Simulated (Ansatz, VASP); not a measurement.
## ZnF2 in VASP and in Ansatz

```xyz
6
Lattice="4.7048 0.0000 0.0000 0.0000 4.7048 0.0000 0.0000 0.0000 3.1338" Properties=species:S:1:pos:R:3 pbc="T T T"
Zn    0.0000    0.0000    0.0000
Zn    2.3524    2.3524    1.5669
F     1.4227    1.4227    0.0000
F     0.9297    3.7751    1.5669
F     3.2821    3.2821    0.0000
F     3.7751    0.9297    1.5669
```

Alike in both runs: task relaxation of cell and atoms; functional PBE; k mesh 4 × 4 × 6; no spin polarisation.

```csv
,VASP,Ansatz
version,VASP 6.6.1,Ansatz 0.2.0
potentials or method,"VASP PAW PBE potentials, release 64 (Zn, F)","PAW with Ansatz's default frozen-core files, scalar-relativistic"
plane-wave cutoff (eV),600,420
occupations,"methfessel-paxton of order 1, width 0.15 eV","cold, width 0.15 eV"
valence electrons in the cell,52,52
```

```tsv
	VASP	Ansatz	Ansatz less VASP
gap on the k mesh at the Fermi level, each at its own relaxed structure (eV)	3.44	3.52	+0.082
relaxed volume (Å³/atom)	12.23	12.19	-0.041
relaxed length of the cell vector where the two differ most in proportion (Å)	3.185	3.176	-0.0091
```
